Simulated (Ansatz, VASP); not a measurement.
**InAs: VASP beside Ansatz**

```
CELL_PARAMETERS angstrom
0.00000 3.04389 3.04389
3.04389 0.00000 3.04389
3.04389 3.04389 0.00000
ATOMIC_POSITIONS crystal
In 0.00000 0.00000 0.00000
As 0.25000 0.25000 0.25000
```

Alike in both runs: task single point; functional HF; k mesh 4 × 4 × 4; occupations gaussian, width 0.1 eV; no spin polarisation.

|  | VASP | Ansatz |
| --- | --- | --- |
| version | VASP 6.6.1 | Ansatz 0.2.0 |
| potentials or method | VASP PAW PBE potentials, release 64 (In_d, As), cutoff 520 eV | scalar-relativistic, plane waves, PAW |
| valence electrons in the cell | 18 | 28 |

|  | VASP | Ansatz | Ansatz less VASP |
| --- | --- | --- | --- |
| gap on the k mesh at the Fermi level (eV) | 6.24 | 6.13 | -0.115 |
| least direct gap on the mesh (eV) | 6.24 | 6.13 | -0.115 |

VASP's potentials were made for PBE, not for HF. The functional is the same, so the differences come from potentials, cutoffs and numerics. VASP's potentials hold 18 valence electrons a cell and Ansatz's 28, so a difference there can come from the potentials and not from the codes.

The k mesh is coarse, so the values compare programs but aren't converged.
